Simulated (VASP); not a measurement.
Set up this calculation in VASP 6.6.1, as the native input.

```
Task                   : single point
Functional             : PBE
Dispersion             : D3(BJ)
Potentials or basis    : VASP PAW PBE potentials, release 64 (C)
Cutoff                 : 520 eV
k mesh                 : 14 × 14 × 14
Occupations            : fermi-dirac, width 0.1 eV
Spin                   : no spin polarisation
Dipole correction      : no
Further INCAR settings : ALGO = Normal; EDIFF = 1e-06; NBANDS = 11
```

The structure of C lies in POSCAR:

```
C
1.0
    0.0000000000      2.1641603328      3.4064921459
    1.2494541085      0.0000000000      3.4064921459
    1.2494541085      2.1641603328      0.0000000000
C
2
Direct
    0.1666666667      0.8333333333      0.1666666667
    0.8333333333      0.1666666667      0.8333333333
```

These files were run (other wordings do the same):

INCAR

```
SYSTEM = C
PREC = Accurate
ENCUT = 520
EDIFF = 1E-6
ISMEAR = -1
SIGMA = 0.1
LREAL = .FALSE.
LASPH = .TRUE.
NELM = 100
ALGO = Normal
ISIF = 2
LWAVE = .FALSE.
LCHARG = .FALSE.
GGA = PE
IVDW = 12
NBANDS = 11
```

KPOINTS

```
Automatic mesh
0
G
  14 14 14
  0 0 0
```

Potentials or basis: VASP PAW PBE potentials, release 64 (C).

The run is started by

```bash
$ cat potpaw_PBE.64/C/POTCAR > POTCAR
$ mpirun -np 1 vasp_std > vasp.out
```

It gave:

| Property | Result |
| --- | --- |
| Pressure | -10.6 GPa |
| Largest force | 0.020 eV/Å |
| Dispersion energy per atom | -0.152 eV |

Caveat: three body term missing; the stress differs along the axes, from -16 to -0 GPa.

Run time: 110 s on 1 thread of Intel Xeon 8259CL (shared host), peak memory 0.2 GiB.
